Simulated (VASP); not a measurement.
# Rh in VASP: a series of runs, part 2 of 2

VASP 6.6.1. The steps go on from the part before.

### Step 3. Single point, PBE

This run uses another cell than the first one, of 14.63 Å³/atom, 1.019 times its volume.

INCAR reads:

```
SYSTEM = Rh
PREC = Accurate
ENCUT = 520
EDIFF = 1E-7
ISMEAR = 0
SIGMA = 0.1
LREAL = .FALSE.
LASPH = .TRUE.
NELM = 80
ALGO = Fast
ISIF = 2
LWAVE = .FALSE.
LCHARG = .FALSE.
GGA = PE
ISYM = 0
NBANDS = 22
```

KPOINTS reads:

```
regular mesh
0
G
  9 6 26
  0 0 0
```

POSCAR reads:

```
Rh
1.0
    3.9364224864     -0.0000002130     -0.0009819777
   -0.0000003013      5.5669417167     -0.0024153418
   -1.9685381731      1.3911670538      1.3347363132
Rh
2
Direct
    0.0000000000      0.5000000000      0.0000000000
    0.0000000000      0.0000000000      0.0000000000
```

Potentials or basis: VASP PAW PBE potentials, release 64 (Rh_pv).

Launch:

```sh
> cat potpaw_PBE.64/Rh_pv/POTCAR > POTCAR
> mpirun -np 1 vasp_std > vasp.out
```

OUTCAR:

```text
SYSTEM = Rh
   PREC = Accurate
   ENCUT = 520
   EDIFF = 1E-7
   ISMEAR = 0
   LREAL = .FALSE.
   LASPH = .TRUE.
   NELM = 80
   ISIF = 2
   GGA = PE
   ISYM = 0

 ion  position               nearest neighbor table
   1  0.000  0.500  0.000-   2 2.76   2 2.76   2 2.76   2 2.76   2 2.78   2 2.78
   2  0.000  0.000  0.000-   1 2.76   1 2.76   1 2.76   1 2.76   1 2.78   1 2.78

IMPORTANT INFORMATION: All symmetrisations will be switched off!
NOSYMM: (Re-)initialisation of all symmetry stuff for point group C_1.

----------------------------------------------------------------------------------------

                                     Primitive cell

  volume of cell :      29.2517

  direct lattice vectors                    reciprocal lattice vectors
     3.936422486 -0.000000213 -0.000981978     0.254131229  0.000162558  0.374636454
    -0.000000301  5.566941717 -0.002415342    -0.000046692  0.179550617 -0.187210624
    -1.968538173  1.391167054  1.334736313     0.000186882  0.000325035  0.749148500

  length of vectors
     3.936422609  5.566942241  2.755360110     0.452697671  0.259395921  0.749148594

  position of ions in fractional coordinates (direct lattice)
     1.000000000  0.500000000  0.000000000
     0.000000000  0.000000000  0.000000000

  ion indices of the primitive-cell ions
   primitive index   ion index
                 1           1
                 2           2

----------------------------------------------------------------------------------------

 KPOINTS: regular mesh

Automatic generation of k-mesh.
 Grid dimensions read from file:
 generate k-points for:    9    6   26

 Generating k-lattice:

  Cartesian coordinates                     Fractional coordinates (reciprocal lattice)
     0.028236803  0.000018062  0.041626273     0.111111111 -0.000000000  0.000000000
[... 75 lines left out ...]
   EFERMI_NEDOS =   21; number of points for ismear=-14 and -15
   IALGO  =     68    algorithm
   IMIX   =      4    mixing-type and parameters
     AMIX     =   0.40;   BMIX     =  1.00
     AMIX_MAG =   1.60;   BMIX_MAG =  1.00
  volume/ion in A,a.u.               =      14.63        98.70
  Fermi-wavevector in a.u.,A,eV,Ry     =   1.650942  3.119828 37.084159  2.725609
  Thomas-Fermi vector in A             =   2.739806
   LORBIT       =      0    0 simple, 1 ext, 2 COOP (PROOUT), +10 PAW based schemes
   GGA     = PE    functional components
   LHFCALC =     F    Hartree Fock is set to
   AEXX    =    0.0000 exact exchange contribution
   IVDW    =     0    specifies the selected vdW correction
   LEPSILON=     F    determine dielectric tensor
   LRPA    =     F    only Hartree local field effects (RPA)
 non-spin polarized calculation
 RMM-DIIS sequential band-by-band and
 Gauss-broadening in eV      SIGMA  =   0.10
  energy-cutoff  :      520.00
  volume of cell :       29.25
 maximum number of plane-waves:       805
 NGX is ok and might be reduce to    30
   NGX = 15   NGY = 21   NGZ = 11

 number of electron      29.9999997 magnetization

 Free energy of the ion-electron system (eV)
  ---------------------------------------------------
  ext. energy  EPLUGINS =         0.00000000
  ---------------------------------------------------
  free energy    TOTEN  =       -14.45812360 eV

  energy without entropy =      -14.44477849  energy(sigma->0) =      -14.45145104

 E-fermi :  10.7952     XC(G=0): -13.6349

 val. band max:       10.7951358790   @ k =  -0.2222   0.3333  -0.0000
 cond. band min:      10.7963009790   @ k =   0.4444  -0.0000   0.3077
 fundamental gap:      0.0011651000
 Fermi energy:        10.7951515486

 k-point     1 :       0.0000    0.0000    0.0000
  band No.  band energies     occupation
      1     -36.0426      2.00000
      2     -35.7001      2.00000
      3     -35.6863      2.00000
      4     -35.4796      2.00000
      5     -35.4727      2.00000
      6     -35.4591      2.00000
[... 589 lines left out ...]
     21      28.8414      0.00000
     22      28.8444      0.00000

 [... further k-points ...]

------------------------ aborting loop because EDIFF is reached ----------------------------------------

  FORCE on cell =-STRESS in cart. coord.  units (eV):
  Direction    XX          YY          ZZ          XY          YZ          ZX
  --------------------------------------------------------------------------------------
  -------------------------------------------------------------------------------------
  Total       -2.2561153     -2.6035043      0.0045681      0.0078731      0.0009287      0.0013527
  in kB     -123.5723803   -142.5996364      0.2502024      0.4312246      0.0508654      0.0740890
  external PRESSURE =     -88.6406047 kB  Pullay stress =       0.0000000 kB

 VOLUME and BASIS-vectors are now :
 -----------------------------------------------------------------------------
  energy-cutoff  :      520.00
  volume of cell :       29.25
      direct lattice vectors                 reciprocal lattice vectors
     3.936422486 -0.000000213 -0.000981978     0.254131229  0.000162558  0.374636454
    -0.000000301  5.566941717 -0.002415342    -0.000046692  0.179550617 -0.187210624
    -1.968538173  1.391167054  1.334736313     0.000186882  0.000325035  0.749148500

 POSITION                                       TOTAL-FORCE (eV/Angst)
 -----------------------------------------------------------------------------------
     -0.00000      2.78347     -0.00121         0.000002      0.000001     -0.000000
      0.00000      0.00000      0.00000        -0.000002     -0.000001      0.000000
 -----------------------------------------------------------------------------------
    total drift:                               -0.000002      0.000001      0.000001

  FREE ENERGIE OF THE ION-ELECTRON SYSTEM (eV)
  ---------------------------------------------------
  free  energy   TOTEN  =       -14.4581235967 eV

  energy  without entropy=      -14.4447784856  energy(sigma->0) =      -14.45145104
```

OSZICAR:

```text
N       E                     dE             d eps       ncg     rms          rms(c)
DAV:   1     0.326682619760E+03    0.32668E+03   -0.18415E+04 31088   0.154E+03
DAV:   2    -0.812470969470E+01   -0.33481E+03   -0.32311E+03 32326   0.469E+02
DAV:   3    -0.154129643561E+02   -0.72883E+01   -0.72405E+01 36292   0.777E+01
DAV:   4    -0.154666597263E+02   -0.53695E-01   -0.53690E-01 34298   0.680E+00
DAV:   5    -0.154676249344E+02   -0.96521E-03   -0.96520E-03 36582   0.926E-01    0.123E+01
RMM:   6    -0.144840704865E+02    0.98355E+00   -0.23450E+00 31580   0.129E+01    0.410E+00
RMM:   7    -0.144637535954E+02    0.20317E-01   -0.89196E-02 32353   0.234E+00    0.198E+00
RMM:   8    -0.144590544835E+02    0.46991E-02   -0.17290E-02 33273   0.127E+00    0.372E-01
RMM:   9    -0.144581399089E+02    0.91457E-03   -0.20345E-03 35173   0.406E-01    0.495E-02
RMM:  10    -0.144581340530E+02    0.58559E-05   -0.19744E-04 35457   0.144E-01    0.298E-02
RMM:  11    -0.144581265528E+02    0.75002E-05   -0.27899E-05 37762   0.576E-02    0.115E-02
RMM:  12    -0.144581245751E+02    0.19778E-05   -0.53348E-06 38112   0.250E-02    0.383E-03
RMM:  13    -0.144581236852E+02    0.88989E-06   -0.17701E-06 40533   0.133E-02    0.813E-04
RMM:  14    -0.144581235967E+02    0.88510E-07   -0.39607E-07 28766   0.649E-03
   1 F= -.14458124E+02 E0= -.14451451E+02  d E =-.133451E-01
```

Run time: 5.9 min. Hardware: 1 thread of Intel Xeon 6975P-C (Granite Rapids), shared host; peak memory 0.44 GiB.

What came out:

```yaml
Free_energy: -14.4581 eV
Pressure: -8.9 GPa
Band_gap_on_the_k_mesh: zero (band 15 reaches 11.68 eV, above the bottom of band 16 at 9.48 eV)
```
